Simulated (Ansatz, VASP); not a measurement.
One calculation of V3Re, two programs

The input INCAR:

```
PREC = Accurate
ENCUT = 520
EDIFF = 1E-6
ISMEAR = -1
SIGMA = 0.1
LREAL = False
LASPH = True
NELM = 150
ALGO = Normal
ISIF = 2
LWAVE = False
LCHARG = False
ISPIN = 2
MAGMOM = 1 1 1 0
LORBIT = 11
LMAXMIX = 4
GGA = CA
NBANDS = 35
```

KPOINTS

```
regular mesh
0
Gamma
  7 7 7
```

POSCAR

```
V3Re
1.0
    0.0000000000      3.0506618288      3.0506618288
    3.0506618288      0.0000000000      3.0506618288
    3.0506618288      3.0506618288      0.0000000000
V Re
3 1
Direct
    0.7500000000      0.7500000000      0.7500000000
    0.2500000000      0.2500000000      0.2500000000
    0.0000000000      0.0000000000      0.0000000000
    0.5000000000      0.5000000000      0.5000000000
```

Input for Ansatz:

```yaml
crystal:
  lattice:
    - [0.0, 3.0506618287655853, 3.0506618287655853]
    - [3.0506618287655853, 0.0, 3.0506618287655853]
    - [3.0506618287655853, 3.0506618287655853, 0.0]
  atoms:
    - { symbol: V, position: [0.75, 0.75, 0.75], spin: 1.0 }
    - { symbol: V, position: [0.25, 0.25, 0.25], spin: 1.0 }
    - { symbol: V, position: [0.0, 0.0, 0.0], spin: 1.0 }
    - { symbol: Re, position: [0.5, 0.5, 0.5] }
basis:
  ecutwfc: 500.0
kpoints:
  mp_grid:
    grid: [7, 7, 7]
hamiltonian:
  xc: lda
magnetization:
  spin_polarized: true
scf:
  occupations:
    method: fermi_dirac
    width: 0.1
output:
  stress: true
```

Alike in both runs: task single point; functional LDA; k mesh 7 × 7 × 7; occupations fermi-dirac, width 0.1 eV; collinear spin.

```csv
,VASP,Ansatz
version,VASP 6.6.1,Ansatz 0.2.0
potentials or method,"VASP PAW LDA potentials, release 64 (V_sv, Re), cutoff 520 eV","plane waves, PAW"
valence electrons in the cell,46,54
```

VASP gave:

- pressure (GPa): -20.9
- net moment per atom (μB): 0.00

Problem. What did Ansatz give for the same quantities?

Solution. Pressure (GPa): -21.4; net moment per atom (μB): 0.00.

LDA's correlation is that of Perdew and Zunger in VASP and of Perdew and Wang (1992) in Ansatz. VASP's potentials hold 46 valence electrons a cell and Ansatz's 54, so a difference there can come from the potentials and not from the codes. Ansatz's warnings: seeded moment not kept.

Spin-orbit coupling is off throughout.
